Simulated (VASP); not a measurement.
Input of a VASP 6.6.1 run:

INCAR

```
  PREC = Accurate
  ENCUT = 600
  EDIFF = 1E-6
  ISMEAR = -1
  SIGMA = 0.05
  LREAL = F
  LASPH = T
  NELM = 60
  ALGO = Normal
  ISIF = 3
  LWAVE = F
  LCHARG = F
  GGA = PE
  IBRION = 2
  NSW = 80
  EDIFFG = -0.005
```

KPOINTS

```
Automatic mesh
0
Gamma
  8 8 8
```

File POSCAR:

```
GaP
1.0
    0.0000000000      2.7252500000      2.7252500000
    2.7252500000      0.0000000000      2.7252500000
    2.7252500000      2.7252500000      0.0000000000
Ga P
1 1
Direct
    0.0000000000      0.0000000000      0.0000000000
    0.7500000000      0.7500000000      0.7500000000
```

Potentials or basis: VASP PAW PBE potentials, release 64 (Ga_d, P).

Run with:

```bash
$ cat potpaw_PBE.64/Ga_d/POTCAR potpaw_PBE.64/P/POTCAR > POTCAR
$ mpirun -np 1 vasp_std > vasp.out
```

Task: Predict the space group after relaxing (to 0.05 Å).

Result: F-43m (No. 216).

Task: What does it give for the band gap on the k mesh?

Result: 1.58 eV, direct.

The path:
| step | energy change (eV) | largest force (eV/Å) | pressure (GPa) | volume (Å³) |
| --- | --- | --- | --- | --- |
| 1 | 0.0000 | 0.0000 | 2.42 | 40.48 |
| 2 | -0.0073 | 0.0000 | -1.04 | 42.30 |
| 3 | -0.0092 | 0.0000 | 0.05 | 41.72 |
| 4 | -0.0092 | 0.0000 | -0.09 | 41.75 |
| 5 | -0.0092 | 0.0000 | 0.11 | 41.68 |
| 6 | -0.0092 | 0.0000 | -0.03 | 41.71 |

A k mesh can miss the band edges. PBE usually gives volumes a little too large and moduli too small.
